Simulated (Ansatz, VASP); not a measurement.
**Ni in VASP and in Ansatz**

```
Ni
1.0
     0.00000    1.74406    1.74406
     1.74406    0.00000    1.74406
     1.74406    1.74406    0.00000
Ni
1
Direct
  0.00000 0.00000 0.00000
```

Change from the starting cell: volume scaled by 0.96, PAW files.

Alike in both runs: task electric field gradients; functional PBE; k mesh 20 × 20 × 20; occupations fermi-dirac, width 0.05 eV; collinear spin.

```csv
,VASP,Ansatz
version,VASP 6.6.1,Ansatz 0.2.0
potentials or method,"VASP PAW PBE potentials, release 64 (Ni)","PAW with Ansatz's default frozen-core files, scalar-relativistic"
plane-wave cutoff (eV),520,420
valence electrons in the cell,10,18
```

Ansatz gave:

```
pressure (GPa)                                                : 5.6
net moment per atom (μB)                                      : 0.63
size of the moment on the site where the two differ most (μB) : 0.67
```

**Question.** What did VASP give for the same quantities?

**Answer.** Pressure (GPa): 5.5; net moment per atom (μB): 0.62; size of the moment on the site where the two differ most (μB): 0.63.

Site moments also hang on the region over which each program counts them. VASP's potentials hold 10 valence electrons a cell and Ansatz's 18, so a difference there can come from the potentials and not from the codes.
